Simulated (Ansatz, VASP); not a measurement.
Given: the input of a run of VASP 6.6.1 on GaGe3.

File INCAR:

```
PREC = Accurate ; ENCUT = 520
EDIFF = 1E-6 ; ISMEAR = -1
SIGMA = 0.05 ; LREAL = False
LASPH = True ; NELM = 60
ALGO = Normal ; ISIF = 2
LWAVE = False ; LCHARG = True
GGA = PE ; LELF = True
LVHAR = True ; NBANDS = 36
```

Contents of KPOINTS:

```
Automatic mesh
0
Gamma
  7 7 7
```

Contents of POSCAR:

```
GaGe3
1.0
    0.0000000000      3.3871670000      3.3871670000
    3.3871670000      0.0000000000      3.3871670000
    3.3871670000      3.3871670000      0.0000000000
Ge Ga
3 1
Direct
    0.5073380000      0.5011620000      0.4946460000
    0.7594530000      0.7517590000      0.7461760000
    0.2490690000      0.2550790000      0.2519830000
    0.0098280000     -0.0176820000      0.0106650000
```

Potentials or basis: VASP PAW PBE potentials, release 64 (Ge_d, Ga_d).

Run with:

```console
$ cat potpaw_PBE.64/Ge_d/POTCAR potpaw_PBE.64/Ga_d/POTCAR > POTCAR
$ mpirun -np 1 vasp_std > vasp.out
```

**Question.** Translate it to Ansatz 0.2.0. Potentials there: Ansatz PAW.

**Answer.** As run (the cutoff follows the program's own potentials):

Contents of input.yaml:

```yaml
crystal:
  lattice:
    - [0.0, 3.387167, 3.387167]
    - [3.387167, 0.0, 3.387167]
    - [3.387167, 3.387167, 0.0]
  atoms:
    - { symbol: Ge, position: [0.507338, 0.501162, 0.494646] }
    - { symbol: Ge, position: [0.759453, 0.751759, 0.746176] }
    - { symbol: Ge, position: [0.249069, 0.255079, 0.251983] }
    - { symbol: Ga, position: [0.009828, -0.017682, 0.010665] }
hamiltonian:
  xc: pbe
  pseudopotentials: { kind: paw }
kpoints:
  mp_grid: { grid: [7, 7, 7] }
scf:
  occupations: { method: fermi_dirac, width: 0.05 }
output:
  forces: true
  stress: true
  eigenvalues: true
```

Potentials or basis: Ansatz PAW.

Run with:

```bash
$ ansatz run input.yaml --threads 2 --pin off --max-ram 5120MiB --backend cpu --events-out ev --progress --plain --runs-dir out
```

Both were run:

|  | VASP | Ansatz | Ansatz less VASP |
| --- | --- | --- | --- |
| gap on the k mesh at the Fermi level (eV) | none | none | - |
| pressure (GPa) | -0.3 | -0.4 | -0.09 |
| traceless stress, the component that is largest in VASP (GPa) | -0.08 | -0.08 | 0.000 |
| rms of the force components (eV/Å) | 0.064 | 0.064 | -0.0008 |

Atom by atom the forces differ by 0.001 eV/Å (rms over components). A gap of «none» marks a metal or a gap that the smearing closes.
